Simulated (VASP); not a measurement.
TlCl: vibrations by perturbation theory with PBEsol

TlCl:

```
CELL_PARAMETERS angstrom
3.76924 0.00000 0.00000
0.00000 3.76924 0.00000
0.00000 0.00000 3.76924
ATOMIC_POSITIONS crystal
Tl 0.00000 0.00000 0.00000
Cl 0.50000 0.50000 0.50000
```

- Program: VASP 6.6.1
- Task: vibrations by perturbation theory
- Functional: PBEsol
- Potentials or basis: VASP PAW PBE potentials, release 64 (Tl_d, Cl)
- Cutoff: 500 eV
- k mesh: 6 × 6 × 6
- Occupations: gaussian, width 0.01 eV
- Spin: no spin polarisation
- Dipole correction: no
- Further INCAR settings: ALGO = Normal; EDIFF = 1e-08; IBRION = 8; NSW = 1

```
Highest phonon frequency at Γ, LO-TO splitting left out : 51 cm⁻¹
```

Phonon frequencies in cm⁻¹ (negative: imaginary):
| q point | frequencies |
| --- | --- |
| (0.000, 0.000, 0.000) | 0 0 0 51 51 51 |

It took 89 s on 1 thread of Intel Xeon 8259CL, on a shared host, peak memory 0.22 GiB.
